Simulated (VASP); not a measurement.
# BP (F-43m) in VASP: a series of runs

Runs on BP. Level: LDA. Tasks: vibrations by perturbation theory, elastic constants.

Program: VASP 6.6.1. These are calculated values, not measurements. Logs are shortened: lines on timing, memory, paths and dates and some standing lists are left out, and cuts for length are marked.

## (1) The cell of the first run

It takes space group F-43m (No. 216, cubic). Conventional cell: a = 4.211 Å, b = 4.211 Å, c = 4.211 Å, α = 90.00°, β = 90.00°, γ = 90.00°. Within 2.4 Å of B (site symmetry -43m) lie 4 P at 1.82 Å. Within 2.4 Å of P (site symmetry -43m) lie 4 B at 1.82 Å.

## (2) Vibrations by perturbation theory, LDA

Input file INCAR:

```
SYSTEM = BP
  PREC = Accurate
  ENCUT = 520
  EDIFF = 1E-8
  ISMEAR = 0
  SIGMA = 0.01
  LREAL = .FALSE.
  LASPH = .TRUE.
  NELM = 100
  ALGO = Normal
  ISIF = 2
  LWAVE = .FALSE.
  LCHARG = .FALSE.
  NBANDS = 11
  IBRION = 8
  NSW = 1
  LEPSILON = .TRUE.
```

Input file KPOINTS:

```
regular mesh
0
G
  12 12 12
  0 0 0
```

Input file POSCAR:

```
BP
1.0
    0.0000000000      2.1055000000      2.1055000000
    2.1055000000      0.0000000000      2.1055000000
    2.1055000000      2.1055000000      0.0000000000
B P
1 1
Direct
    0.0000000000      0.0000000000      0.0000000000
    0.2500000000      0.2500000000      0.2500000000
```

Potentials or basis: VASP PAW LDA potentials, release 64 (B, P).

The run is started by

```console
cat potpaw_LDA.64/B/POTCAR potpaw_LDA.64/P/POTCAR > POTCAR
mpirun -np 1 vasp_std > vasp.out
```

OUTCAR:

```text
SYSTEM = BP
   PREC = Accurate
   ENCUT = 520
   EDIFF = 1E-8
   ISMEAR = 0
   LREAL = .FALSE.
   LASPH = .TRUE.
   NELM = 100
   ISIF = 2
   IBRION = 8
   NSW = 1
   LEPSILON = .TRUE.

 ion  position               nearest neighbor table
   1  0.000  0.000  0.000-   2 1.82   2 1.82   2 1.82   2 1.82
   2  0.250  0.250  0.250-   1 1.82   1 1.82   1 1.82   1 1.82

  LATTYP: Found a face centered cubic cell.
 ALAT       =     4.2110000000

  Lattice vectors:

 A1 = (   0.0000000000,   2.1055000000,   2.1055000000)
 A2 = (   2.1055000000,   0.0000000000,   2.1055000000)
 A3 = (   2.1055000000,   2.1055000000,   0.0000000000)

Analysis of symmetry for initial positions (statically):
=====================================================================
 Subroutine PRICEL returns:
 Original cell was already a primitive cell.

 Routine SETGRP: Setting up the symmetry group for a
 face centered cubic supercell.

 Subroutine GETGRP returns: Found 24 space group operations
 (whereof 24 operations were pure point group operations)
 out of a pool of 48 trial point group operations.

The static configuration has the point symmetry T_d .

Analysis of symmetry for dynamics (positions and initial velocities):
=====================================================================
 Subroutine PRICEL returns:
 Original cell was already a primitive cell.

 Routine SETGRP: Setting up the symmetry group for a
 face centered cubic supercell.

 Subroutine GETGRP returns: Found 24 space group operations
 (whereof 24 operations were pure point group operations)
 out of a pool of 48 trial point group operations.

The dynamic configuration has the point symmetry T_d .

 Subroutine INISYM returns: Found 24 space group operations
 (whereof 24 operations are pure point group operations),
 and found     1 'primitive' translations

----------------------------------------------------------------------------------------

[... 569 lines left out ...]
 MACROSCOPIC STATIC DIELECTRIC TENSOR (including local field effects in DFT)
 ------------------------------------------------------
           9.236130     0.000000    -0.000000
          -0.000000     9.236130    -0.000000
           0.000000     0.000000     9.236130
 ------------------------------------------------------

 PIEZOELECTRIC TENSOR (including local field effects)  for field in x, y, z        (e  Angst)
          XX          YY          ZZ          XY          YZ          ZX
  --------------------------------------------------------------------------------
  x     0.00000     0.00000     0.00000     0.00000     0.60544     0.00000
  y     0.00000     0.00000    -0.00000     0.00000     0.00000     0.60544
  z     0.00000     0.00000    -0.00000     0.60544     0.00000     0.00000

 PIEZOELECTRIC TENSOR (including local field effects)  for field in x, y, z        (C/m^2)
          XX          YY          ZZ          XY          YZ          ZX
  --------------------------------------------------------------------------------
  x     0.00000     0.00000     0.00000     0.00000     0.51962     0.00000
  y     0.00000     0.00000    -0.00000     0.00000     0.00000     0.51962
  z     0.00000     0.00000    -0.00000     0.51962     0.00000     0.00000

 BORN EFFECTIVE CHARGES (including local field effects) (in |e|, cummulative output)
 ---------------------------------------------------------------------------------
 ion    1
    1    -1.26245     0.00000     0.00000
    2     0.00000    -1.26245     0.00000
    3     0.00000     0.00000    -1.26245
 ion    2
    1     1.26245     0.00000     0.00000
    2     0.00000     1.26245     0.00000
    3     0.00000     0.00000     1.26245

 INTERNAL STRAIN TENSOR FOR ION    2 for displacements in x,y,z  (eV/Angst):
          X           Y           Z          XY          YZ          ZX
  --------------------------------------------------------------------------------
  x     0.00000     0.00000     0.00000     0.00000   -17.79930     0.00000
  y    -0.00000     0.00000    -0.00000     0.00000     0.00000   -17.79930
  z     0.00000     0.00000     0.00000   -17.79930     0.00000     0.00000

 SECOND DERIVATIVES (NOT SYMMETRIZED)
 ------------------------------------
               1X          1Y          1Z          2X          2Y          2Z
  1X   -28.883242    0.000000    0.000000   28.883242    0.000000    0.000000
  1Y     0.000000  -28.883242    0.000000    0.000000   28.883242    0.000000
  1Z     0.000000    0.000000  -28.883242    0.000000    0.000000   28.883242
  2X    28.888837    0.000000    0.000000  -28.888837    0.000000    0.000000
  2Y     0.000000   28.888837    0.000000    0.000000  -28.888837    0.000000
  2Z     0.000000    0.000000   28.888837    0.000000    0.000000  -28.888837

 Eigenvectors and eigenvalues of the dynamical matrix
 ----------------------------------------------------

   1 f  =   29.679953 THz   186.484642 2PiTHz  990.016651 cm-1   122.746366 meV
             X         Y         Z           dx          dy          dz
      0.000000  0.000000  0.000000    -0.860949    0.000000    0.000000
      1.052750  1.052750  1.052750     0.508691    0.000000    0.000000
[... 21 lines left out ...]
   6 f/i=    0.001259 THz     0.007909 2PiTHz    0.041990 cm-1     0.005206 meV
             X         Y         Z           dx          dy          dz
      0.000000  0.000000  0.000000     0.000000    0.000000   -0.508691
      1.052750  1.052750  1.052750     0.000000    0.000000   -0.860949

--------------------------------------------------------------------------------------------------------

 MACROSCOPIC STATIC DIELECTRIC TENSOR IONIC CONTRIBUTION
 ------------------------------------------------------
           0.534826    -0.000000     0.000000
          -0.000000     0.534826    -0.000000
           0.000000    -0.000000     0.534826
 ------------------------------------------------------

 ELASTIC MODULI CONTR FROM IONIC RELAXATION (kBar)
 Direction    XX          YY          ZZ          XY          YZ          ZX
 --------------------------------------------------------------------------------
 XX          -0.0000     -0.0000     -0.0000      0.0000      0.0000     -0.0000
 YY          -0.0000     -0.0000     -0.0000      0.0000      0.0000      0.0000
 ZZ          -0.0000     -0.0000     -0.0000      0.0000      0.0000     -0.0000
 XY           0.0000      0.0000      0.0000   -970.3449     -0.0000      0.0000
 YZ           0.0000      0.0000      0.0000     -0.0000   -970.3449      0.0000
 ZX          -0.0000      0.0000     -0.0000      0.0000      0.0000   -970.3449
 --------------------------------------------------------------------------------

 PIEZOELECTRIC TENSOR IONIC CONTR  for field in x, y, z        (C/m^2)
          XX          YY          ZZ          XY          YZ          ZX
  --------------------------------------------------------------------------------
  x     0.00000     0.00000     0.00000    -0.00000    -0.67786     0.00000
  y    -0.00000     0.00000    -0.00000     0.00000     0.00000    -0.67786
  z     0.00000     0.00000     0.00000    -0.67786    -0.00000     0.00000
```

Wall time 2.8 min (1 thread of Intel Xeon Platinum 8488C (Sapphire Rapids), shared host); peak memory 0.24 GiB.

What came out:

* Electronic dielectric tensor (diagonal): 9.24
* Born charges (mean of the diagonal): B -1.26; P +1.26 e
* Highest phonon frequency at Γ, LO-TO splitting left out: 990 cm⁻¹

Phonon frequencies in cm⁻¹ (negative: imaginary):
```tsv
q point	frequencies
(0.000, 0.000, 0.000)	0 0 0 990 990 990
```

Electronic dielectric tensor:
```
9.24 0.00 0.00
0.00 9.24 0.00
0.00 0.00 9.24
```

Born effective charge tensors (e):
atom 1, B
```
-1.26  0.00  0.00
 0.00 -1.26  0.00
 0.00  0.00 -1.26
```
atom 2, P
```
1.26 0.00 0.00
0.00 1.26 0.00
0.00 0.00 1.26
```

Caveat: the cell stands under pressure or tension, which shifts response properties.

## (3) Elastic constants, LDA

This run uses another cell than the first one, of 11.55 Å³/atom.

Input file INCAR:

```
ALGO = Normal
EDIFF = 1E-8
ENCUT = 600
GGA = CA
IBRION = 6
ISIF = 3
ISMEAR = 0
LASPH = T
LCHARG = F
LREAL = F
LWAVE = F
NBANDS = 11
NELM = 80
NFREE = 2
NSW = 1
POTIM = 0.015
PREC = Accurate
SIGMA = 0.01
```

Input file KPOINTS:

```
k-points
0
Gamma
  10 10 10
```

Input file POSCAR:

```
BP
1.0
    0.0000000000      2.2607000000      2.2607000000
    2.2607000000      0.0000000000      2.2607000000
    2.2607000000      2.2607000000      0.0000000000
B P
1 1
Direct
    0.0000000000      0.0000000000      0.0000000000
    0.2500000000      0.2500000000      0.2500000000
```

Potentials or basis: VASP PAW LDA potentials, release 64 (B, P).

The run is started by

```console
cat potpaw_LDA.64/B/POTCAR potpaw_LDA.64/P/POTCAR > POTCAR
mpirun -np 1 vasp_std > vasp.out
```

It took 8.9 min on 1 thread of Intel Xeon Platinum 8488C (Sapphire Rapids), shared host; peak memory 0.26 GiB.

Results (log left out):

| Property | Result |
| --- | --- |
| Elastic constants C11, C12, C44 | 346, 76, 188 GPa |
| Voigt bulk modulus | 166 GPa |
| Highest phonon frequency at Γ, LO-TO splitting left out | 802 cm⁻¹ |

Phonon frequencies in cm⁻¹ (negative: imaginary):
```tsv
q point	frequencies
(0.000, 0.000, 0.000)	0 0 0 802 802 802
```

Elastic tensor in Voigt notation (GPa, in the Cartesian axes of the cell as first typed):
```
346  76  76   0   0   0
 76 346  76   0   0   0
 76  76 346   0   0   0
  0   0   0 188   0   0
  0   0   0   0 188   0
  0   0   0   0   0 188
```

Clamped-ion elastic tensor (GPa):
```
346  76  76   0   0   0
 76 346  76   0   0   0
 76  76 346   0   0   0
  0   0   0 206   0   0
  0   0   0   0 206   0
  0   0   0   0   0 206
```

Caveat: the cell is under stress, which shifts elastic constants.

## (4) Elastic constants, LDA

This run uses another cell than the first one, of 12.30 Å³/atom.

Input file INCAR:

```
SYSTEM = BP
  ALGO = Normal
  EDIFF = 1E-8
  ENCUT = 600
  IBRION = 6
  ISIF = 3
  ISMEAR = 0
  LASPH = .True.
  LCHARG = .True.
  LREAL = .False.
  LWAVE = .False.
  NBANDS = 11
  NELM = 60
  NFREE = 2
  NSW = 1
  POTIM = 0.015
  PREC = Accurate
  SIGMA = 0.01
```

Input file KPOINTS:

```
k-points
0
Gamma
  10 10 10
  0 0 0
```

Input file POSCAR:

```
BP
1.0
    0.0000000000      2.3085000000      2.3085000000
    2.3085000000      0.0000000000      2.3085000000
    2.3085000000      2.3085000000      0.0000000000
B P
1 1
Direct
    0.0000000000      0.0000000000      0.0000000000
    0.2500000000      0.2500000000      0.2500000000
```

The run is started by

```console
cat potpaw_LDA.64/B/POTCAR potpaw_LDA.64/P/POTCAR > POTCAR
mpirun -np 1 vasp_std > vasp.out
```

Run time: 7.9 min. Hardware: 1 thread of Intel Xeon Platinum 8488C (Sapphire Rapids), shared host; peak memory 0.27 GiB.

The run converged. Its results:

```yaml
Elastic_constants_C11_C12_C44: 309, 53, 165 GPa
Voigt_bulk_modulus: 138 GPa
Highest_phonon_frequency_at_Γ_LO-TO_splitting_left_out: 753 cm⁻¹
```

Phonon frequencies in cm⁻¹ (negative: imaginary):
| q point | frequencies |
| --- | --- |
| (0.000, 0.000, 0.000) | 0 0 0 753 753 753 |

Elastic tensor in Voigt notation (GPa, in the Cartesian axes of the cell as first typed):
```
309  53  53   0   0   0
 53 309  53   0   0   0
 53  53 309   0   0   0
  0   0   0 165   0   0
  0   0   0   0 165   0
  0   0   0   0   0 165
```

Clamped-ion elastic tensor (GPa):
```
309  53  53   0   0   0
 53 309  53   0   0   0
 53  53 309   0   0   0
  0   0   0 174   0   0
  0   0   0   0 174   0
  0   0   0   0   0 174
```

Caveat: the cell is under stress, which shifts elastic constants.

## (5) Elastic constants, LDA

Input file INCAR:

```
PREC = Accurate
ENCUT = 600
EDIFF = 1E-8
ISMEAR = 0
SIGMA = 0.01
LREAL = F
LASPH = T
NELM = 100
ALGO = Normal
ISIF = 3
LWAVE = F
LCHARG = F
NBANDS = 11
IBRION = 6
NFREE = 2
POTIM = 0.015
NSW = 1
```

Input file KPOINTS:

```
regular mesh
0
Gamma
  12 12 12
```

Input file POSCAR:

```
BP
1.0
    0.0000000000      2.1055000000      2.1055000000
    2.1055000000      0.0000000000      2.1055000000
    2.1055000000      2.1055000000      0.0000000000
B P
1 1
Direct
    0.0000000000      0.0000000000      0.0000000000
    0.2500000000      0.2500000000      0.2500000000
```

The run is started by

```console
cat potpaw_LDA.64/B/POTCAR potpaw_LDA.64/P/POTCAR > POTCAR
mpirun -np 1 vasp_std > vasp.out
```

Wall time 5.2 min (1 thread of Intel Xeon Platinum 8488C (Sapphire Rapids), shared host); peak memory 0.3 GiB.

The run converged. Its results:

- Elastic constants C11, C12, C44: 494, 187, 257 GPa
- Voigt bulk modulus: 289 GPa
- Highest phonon frequency at Γ, LO-TO splitting left out: 990 cm⁻¹

Phonon frequencies in cm⁻¹ (negative: imaginary):
```
              q point        frequencies
(0.000, 0.000, 0.000)  0 0 0 990 990 990
```

Elastic tensor in Voigt notation (GPa, in the Cartesian axes of the cell as first typed):
```
494 187 187   0   0   0
187 494 187   0   0   0
187 187 494   0   0   0
  0   0   0 257   0   0
  0   0   0   0 257   0
  0   0   0   0   0 257
```

Clamped-ion elastic tensor (GPa):
```
494 187 187   0   0   0
187 494 187   0   0   0
187 187 494   0   0   0
  0   0   0 359   0   0
  0   0   0   0 359   0
  0   0   0   0   0 359
```

Caveat: the cell is under stress, which shifts elastic constants.
